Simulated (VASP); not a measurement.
A run of VASP 6.6.1 is set up as follows.

The input INCAR:

```
SYSTEM = SnH
PREC = Accurate ; ENCUT = 520
EDIFF = 1E-7 ; ISMEAR = 0
SIGMA = 0.01 ; LREAL = .False.
LASPH = .True. ; NELM = 100
ALGO = Normal ; ISIF = 2
LWAVE = .False. ; LCHARG = .False.
LDIPOL = .True. ; IDIPOL = 3
DIPOL = 0.5 0.5 0.309 ; GGA = PE
NBANDS = 23
```

File KPOINTS:

```
regular mesh
0
Gamma
  6 6 1
  0 0 0
```

Contents of POSCAR:

```
SnH
1.0
    4.6586366863      0.0000000000      0.0000000000
   -2.3293183432      4.0344977173      0.0000000000
    0.0000000000      0.0000000000     32.3669333360
Sn H
2 2
Direct
    0.3333333333      0.6666666667      0.3217239091
    0.6666666667      0.3333333333      0.2961906703
    0.3333333333      0.6666666667      0.3749236694
    0.6666666667      0.3333333333      0.2429909100
```

Potentials or basis: VASP PAW PBE potentials, release 64 (Sn_d, H).

Launch:

```console
$ cat potpaw_PBE.64/Sn_d/POTCAR potpaw_PBE.64/H/POTCAR > POTCAR
$ mpirun -np 1 vasp_std > vasp.out
```

Q: Predict the band gap on the k mesh.

A: 0.57 eV.

Q: Estimate the largest force.

A: 0.152 eV/Å.

Forces in eV/Å, atoms in the order of the input:
```
Sn   0.000  0.000 -0.041
Sn   0.000  0.000  0.041
H    0.000  0.000  0.152
H    0.000  0.000 -0.152
```

Caveat: spin-orbit coupling is left out, which moves the levels of the heavy elements.
